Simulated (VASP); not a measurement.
# V3I (Pm-3m) in VASP: a series of runs, part 3 of 3

VASP 6.6.1.

### 6 Relaxation of cell and atoms, PBE

File INCAR:

```
SYSTEM = V3I
PREC     = Accurate       ! precision mode
ENCUT    = 600            ! plane-wave cutoff, eV
EDIFF    = 1E-7           ! SCF threshold, eV
ISMEAR   = 0              ! smearing method
SIGMA    = 0.1            ! smearing width, eV
LREAL    = .False.        ! projectors in reciprocal space
LASPH    = .True.         ! aspherical terms in the spheres
NELM     = 60             ! most SCF steps
ALGO     = Normal         ! electronic algorithm
ISIF     = 3              ! what is computed and relaxed
LWAVE    = .False.        ! write WAVECAR
LCHARG   = .False.        ! write CHGCAR
GGA      = PE             ! functional
IBRION   = 2              ! ionic algorithm
NSW      = 100            ! ionic steps
EDIFFG   = -0.01          ! ionic threshold
```

File KPOINTS:

```
Automatic mesh
0
Gamma
  12 12 12
  0 0 0
```

File POSCAR:

```
V3I
1.0
    3.9419374194      0.0000000000      0.0000000000
    0.0000000000      3.9419374194      0.0000000000
    0.0000000000      0.0000000000      3.9419374194
V I
3 1
Direct
    0.0000000000      0.5000000000      0.5000000000
    0.5000000000      0.0000000000      0.5000000000
    0.5000000000      0.5000000000      0.0000000000
    0.0000000000      0.0000000000      0.0000000000
```

Potentials or basis: VASP PAW PBE potentials, release 64 (V_sv, I).

The run is started by

```console
cat potpaw_PBE.64/V_sv/POTCAR potpaw_PBE.64/I/POTCAR > POTCAR
mpirun -np 1 vasp_std > vasp.out
```

OUTCAR:

```text
SYSTEM = V3I
   PREC = Accurate
   ENCUT = 600
   EDIFF = 1E-7
   ISMEAR = 0
   LREAL = .False.
   LASPH = .True.
   NELM = 60
   ISIF = 3
   GGA = PE
   IBRION = 2
   NSW = 100
   EDIFFG = -0.01

 ion  position               nearest neighbor table
   1  0.000  0.500  0.500-   2 2.79   3 2.79   4 2.79   3 2.79   4 2.79   2 2.79   4 2.79   4 2.79
                             2 2.79   3 2.79   3 2.79   2 2.79
   2  0.500  0.000  0.500-   1 2.79   3 2.79   4 2.79   3 2.79   4 2.79   1 2.79   3 2.79   3 2.79
                             1 2.79   4 2.79   4 2.79   1 2.79
   3  0.500  0.500  0.000-   1 2.79   2 2.79   4 2.79   1 2.79   2 2.79   2 2.79   4 2.79   2 2.79
                             1 2.79   4 2.79   1 2.79   4 2.79
   4  0.000  0.000  0.000-   1 2.79   2 2.79   3 2.79   1 2.79   2 2.79   1 2.79   3 2.79   1 2.79
                             2 2.79   3 2.79   2 2.79   3 2.79

  LATTYP: Found a simple cubic cell.
 ALAT       =     3.9419374194

  Lattice vectors:

 A1 = (   3.9419374194,   0.0000000000,   0.0000000000)
 A2 = (   0.0000000000,   3.9419374194,   0.0000000000)
 A3 = (   0.0000000000,   0.0000000000,   3.9419374194)

Analysis of symmetry for initial positions (statically):
=====================================================================
 Subroutine PRICEL returns:
 Original cell was already a primitive cell.

 Routine SETGRP: Setting up the symmetry group for a
 simple cubic supercell.

 Subroutine GETGRP returns: Found 48 space group operations
 (whereof 48 operations were pure point group operations)
 out of a pool of 48 trial point group operations.

The static configuration has the point symmetry O_h .

Analysis of symmetry for dynamics (positions and initial velocities):
=====================================================================
 Subroutine PRICEL returns:
 Original cell was already a primitive cell.

 Routine SETGRP: Setting up the symmetry group for a
 simple cubic supercell.

 Subroutine GETGRP returns: Found 48 space group operations
 (whereof 48 operations were pure point group operations)
 out of a pool of 48 trial point group operations.

The dynamic configuration has the point symmetry O_h .

 Subroutine INISYM returns: Found 48 space group operations
 (whereof 48 operations are pure point group operations),
 and found     1 'primitive' translations

----------------------------------------------------------------------------------------

                                     Primitive cell

  volume of cell :      61.2533

  direct lattice vectors                    reciprocal lattice vectors
     3.941937419  0.000000000  0.000000000     0.253682363  0.000000000  0.000000000
     0.000000000  3.941937419  0.000000000     0.000000000  0.253682363  0.000000000
     0.000000000  0.000000000  3.941937419     0.000000000  0.000000000  0.253682363

  length of vectors
     3.941937419  3.941937419  3.941937419     0.253682363  0.253682363  0.253682363

  position of ions in fractional coordinates (direct lattice)
     0.000000000  0.500000000  0.500000000
     0.500000000  0.000000000  0.500000000
     0.500000000  0.500000000  0.000000000
     0.000000000  0.000000000  0.000000000

  ion indices of the primitive-cell ions
   primitive index   ion index
                 1           1
[... 56 lines left out ...]
 [... further k-points ...]
   k-points           NKPTS =     84   k-points in BZ     NKDIM =     84   number of bands    NBANDS=     27
   number of dos      NEDOS =    301   number of ions     NIONS =      4
   total plane-waves  NPLWV =  32768
   dimension x,y,z NGX =    32 NGY =   32 NGZ =   32
   dimension x,y,z NGXF=    64 NGYF=   64 NGZF=   64
   ions per type =               3   1
   NGX,Y,Z   is equivalent  to a cutoff of  13.50, 13.50, 13.50 a.u.
   NGXF,Y,Z  is equivalent  to a cutoff of  26.99, 26.99, 26.99 a.u.
 SYSTEM =  V3I
   PREC   = accura    normal or accurate (medium, high low for compatibility)
   ISTART =      0    job   : 0-new  1-cont  2-samecut
   ICHARG =      2    charge: 1-file 2-atom 10-const
   ISPIN  =      1    spin polarized calculation?
   LNONCOLLINEAR =      F non collinear calculations
   LSORBIT =      F    spin-orbit coupling
   LASPH  =      T    aspherical Exc in radial PAW
   ENCUT  =  600.0 eV  44.10 Ry    6.64 a.u.   7.87  7.87  7.87*2*pi/ulx,y,z
   NELM   =     60;   NELMIN=  2; NELMDL= -5     # of ELM steps
   EDIFF  = 0.1E-06   stopping-criterion for ELM
   LREAL  =      F    real-space projection
   EDIFFG = -.1E-01   stopping-criterion for IOM
   NSW    =    100    number of steps for IOM
   IBRION =      2    ionic relax: 0-MD 1-quasi-New 2-CG
   NFREE  =      1    steps in history (QN), initial steepest desc. (CG)
   ISIF   =      3    stress and relaxation
   ISYM   =      2    0-nonsym 1-usesym 2-fastsym
   POTIM  = 0.5000    time-step for ionic-motion
   TEBEG  =    0.0;   TEEND  =   0.0 temperature during run
   PSTRESS=    0.0 pullay stress
   NELECT =      46.0000    total number of electrons
   NUPDOWN=      -1.0000    fix difference up-down
   EMIN   =  10.00;   EMAX   =-10.00  energy-range for DOS
   EFERMI =   0.00;   METHOD = LEGACY
   ISMEAR =     0;   SIGMA  =   0.10  broadening in eV -4-tet -1-fermi 0-gaus
   EFERMI_NEDOS =   21; number of points for ismear=-14 and -15
   IALGO  =     38    algorithm
   IMIX   =      4    mixing-type and parameters
     AMIX     =   0.40;   BMIX     =  1.00
     AMIX_MAG =   1.60;   BMIX_MAG =  1.00
  volume/ion in A,a.u.               =      15.31       103.34
  Fermi-wavevector in a.u.,A,eV,Ry     =   1.488051  2.812008 30.127309  2.214295
  Thomas-Fermi vector in A             =   2.601134
   LORBIT       =      0    0 simple, 1 ext, 2 COOP (PROOUT), +10 PAW based schemes
   GGA     = PE    functional components
   LHFCALC =     F    Hartree Fock is set to
   AEXX    =    0.0000 exact exchange contribution
   IVDW    =     0    specifies the selected vdW correction
   LEPSILON=     F    determine dielectric tensor
   LRPA    =     F    only Hartree local field effects (RPA)
 conjugate gradient relaxation of ions
 non-spin polarized calculation
 Gauss-broadening in eV      SIGMA  =   0.10
  energy-cutoff  :      600.00
  volume of cell :       61.25
 maximum number of plane-waves:      2064
 NGX is ok and might be reduce to    32
   NGX = 15   NGY = 15   NGZ = 15

--------------------------------------- Ionic step        1  -------------------------------------------

 number of electron      46.0000017 magnetization

 Free energy of the ion-electron system (eV)
  ---------------------------------------------------
  ext. energy  EPLUGINS =         0.00000000
  ---------------------------------------------------
  free energy    TOTEN  =       -25.82028667 eV

  energy without entropy =      -25.79400242  energy(sigma->0) =      -25.80714454

------------------------ aborting loop because EDIFF is reached ----------------------------------------

  FORCE on cell =-STRESS in cart. coord.  units (eV):
  Direction    XX          YY          ZZ          XY          YZ          ZX
  --------------------------------------------------------------------------------------
  -------------------------------------------------------------------------------------
  Total        0.0972639      0.0972639      0.0972639      0.0000000      0.0000000      0.0000000
  in kB        2.5440940      2.5440940      2.5440940      0.0000000      0.0000000      0.0000000
  external PRESSURE =       2.5440940 kB  Pullay stress =       0.0000000 kB
[... 63 lines left out ...]
--------------------------------------- Ionic step        3  -------------------------------------------

 number of electron      46.0000016 magnetization

 Free energy of the ion-electron system (eV)
  ---------------------------------------------------
  ext. energy  EPLUGINS =         0.00000000
  ---------------------------------------------------
  free energy    TOTEN  =       -25.82036435 eV

  energy without entropy =      -25.79405297  energy(sigma->0) =      -25.80720866

 E-fermi :  12.0431     XC(G=0): -12.4503

 val. band max:       12.0355814343   @ k =   0.1667   0.1667   0.0833
 cond. band min:      12.0430888039   @ k =   0.1667   0.0000   0.0000
 fundamental gap:      0.0075073696
 Fermi energy:        12.0430525740

 k-point     1 :       0.0000    0.0000    0.0000
  band No.  band energies     occupation
      1     -52.3638      2.00000
      2     -52.2508      2.00000
      3     -52.2508      2.00000
      4     -26.3956      2.00000
      5     -26.3956      2.00000
      6     -26.3956      2.00000
[... 709 lines left out ...]
     26      12.6499      0.00000
     27      12.7552      0.00000

 [... further k-points ...]

------------------------ aborting loop because EDIFF is reached ----------------------------------------

  FORCE on cell =-STRESS in cart. coord.  units (eV):
  Direction    XX          YY          ZZ          XY          YZ          ZX
  --------------------------------------------------------------------------------------
  -------------------------------------------------------------------------------------
  Total        0.0032593      0.0032593      0.0032593      0.0000000      0.0000000     -0.0000000
  in kB        0.0851134      0.0851134      0.0851134      0.0000000      0.0000000     -0.0000000
  external PRESSURE =       0.0851134 kB  Pullay stress =       0.0000000 kB
[... 19 lines left out ...]
  FREE ENERGIE OF THE ION-ELECTRON SYSTEM (eV)
  ---------------------------------------------------
  free  energy   TOTEN  =       -25.8203643495 eV

  energy  without entropy=      -25.7940529700  energy(sigma->0) =      -25.80720866

 reached required accuracy - stopping structural energy minimisation
```

Wall time 2.7 min (1 thread of AMD EPYC 9R45 (Zen 5), shared host); peak memory 0.26 GiB.

Results:

- Free energy: -25.8204 eV
- Relaxed volume: 15.34 Å³/atom
- Relaxed cell: a = 3.944 Å, b = 3.944 Å, c = 3.944 Å, α = 90.00°, β = 90.00°, γ = 90.00°
- Space group after relaxing (to 0.1 Å): Pm-3m (No. 221)
- Energy gained by relaxing: 0.0 meV/atom
- Ionic steps: 3
- Pressure after relaxing: 0.0 GPa
- Band gap on the k mesh: zero (bands 23 and 24 overlap by 0.46 eV)

Final structure:
```
CELL_PARAMETERS angstrom
3.94409 0.00000 0.00000
0.00000 3.94409 0.00000
0.00000 0.00000 3.94409
ATOMIC_POSITIONS crystal
V 0.00000 0.50000 0.50000
V 0.50000 0.00000 0.50000
V 0.50000 0.50000 0.00000
I 0.00000 0.00000 0.00000
```

Levels at points of the mesh, in eV from the Fermi level:
```csv
k point,band 19,band 20,band 21,band 22,band 23,band 24,band 25,band 26,band 27
"(0.00, 0.00, 0.00)",-3.65,-2.56,-2.56,-2.56,0.19,0.19,0.19,0.29,1.61
"(0.50, 0.00, 0.00)",-1.87,-0.90,-0.90,-0.85,-0.77,0.11,0.27,0.27,0.57
"(0.50, 0.50, 0.00)",-1.57,-1.57,-0.79,-0.79,-0.27,0.16,0.21,0.29,0.29
"(0.50, 0.50, 0.50)",-3.48,-0.65,-0.65,-0.65,-0.16,0.24,0.24,0.24,0.29
```

Caveat: spin-orbit coupling is left out, which moves the levels of the heavy elements; the run has no spin polarisation, though such a crystal can be magnetic.

### 7 The runs side by side

| task | spin | cell | k mesh | cutoff (eV) | gap on the mesh (eV) | pressure (GPa) | moment (μB) | relaxed volume (Å³/atom) |
| --- | --- | --- | --- | --- | --- | --- | --- | --- |
| single point | collinear | a = 3.942 Å, 4 atoms | 4 × 4 × 4 | 520 | none | 0.0 | 0.00 | - |
| single point | collinear, ferromagnetic start | a = 4.297 Å, 4 atoms | 4 × 4 × 4 | 520 | none | -19.3 | 0.40 | - |
| single point | off | a = 3.944 Å, 4 atoms | 12 × 12 × 12 | 520 | none | 0.0 | - | - |
| relaxation of cell and atoms | collinear | relaxed from a = 4.297 Å, 4 atoms | 4 × 4 × 4 | 600 | none | 0.2 | 0.00 | 15.28 |
| relaxation of cell and atoms | off | relaxed from a = 3.942 Å, 4 atoms | 12 × 12 × 12 | 600 | none | 0.0 | - | 15.34 |

Alike in all rows: level PBE; potentials or basis VASP PAW PBE potentials, release 64 (V_sv, I); smearing gaussian 0.1 eV.

Caveats: some runs use coarse meshes; spin-orbit coupling is left out, which moves the levels of the heavy elements; a moment this small can come from the mesh or the smearing (at least some runs); the volume moved by over 15 % at a fixed basis, so the end points are rough (at least some runs).

Total energies depend on the potentials used, so only differences within one code and one set of settings carry meaning.

The gap in the log of VASP goes by the Fermi energy; the results here count the filled bands.